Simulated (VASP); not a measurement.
A run of VASP 6.6.1:

Contents of INCAR:

```
PREC = Accurate
ENCUT = 520
EDIFF = 1E-6
ISMEAR = -1
SIGMA = 0.05
LREAL = F
LASPH = T
NELM = 80
ALGO = Normal
ISIF = 2
LWAVE = F
LCHARG = F
GGA = PE
IVDW = 12
ISYM = 0
NBANDS = 50
```

KPOINTS

```
Automatic mesh
0
Gamma
  1 1 1
  0.25 0.25 0.25
```

The input POSCAR:

```
Si8GeSb3S2
1.0
    6.9844320000     -0.0408370000     -0.0068710000
   -0.0408370000      6.8442120000     -0.2202700000
   -0.0068710000     -0.2202700000      7.0988770000
Ge S Sb Si
1 2 3 8
Direct
    0.4624795857      0.4971980298      0.7585710398
    0.7142027253      0.5593102932      0.5483648421
    0.3142937374      0.6187088223      0.2907909948
    0.0717373441      0.2461227860      0.5981204314
    0.0910903515      0.3612098734      0.0117360226
    0.9326987849      0.0297337281      0.2517833485
    0.2242626658      0.7742975521      0.5858463854
    0.5012811109      0.7402183949      0.0671712171
    0.8643233927      0.7937657083      0.7335107424
    0.5915299492      0.1797526564      0.2720342274
    0.4120180407      0.0980765094      0.5352696333
    0.6437108330      0.0900124652      0.7656384218
    0.4129790069      0.0642080984      0.0070913606
    0.8340857035      0.6630253094      0.0678086953
```

Potentials or basis: VASP PAW PBE potentials, release 64 (Ge_d, S, Sb, Si).

Command:

```console
$ cat potpaw_PBE.64/Ge_d/POTCAR potpaw_PBE.64/S/POTCAR potpaw_PBE.64/Sb/POTCAR potpaw_PBE.64/Si/POTCAR > POTCAR
$ mpirun -np 1 vasp_std > vasp.out
```

Hardware: 1 thread of Intel(R) Xeon(R) Platinum 8488C (Sapphire Rapids), on a shared host.

Q: How long does it take, and how much memory?

A: Run time: 43 s on 1 thread of Intel(R) Xeon(R) Platinum 8488C (Sapphire Rapids) (shared host), peak memory 0.37 GiB. Counts: scf iterations 15, k points 1.
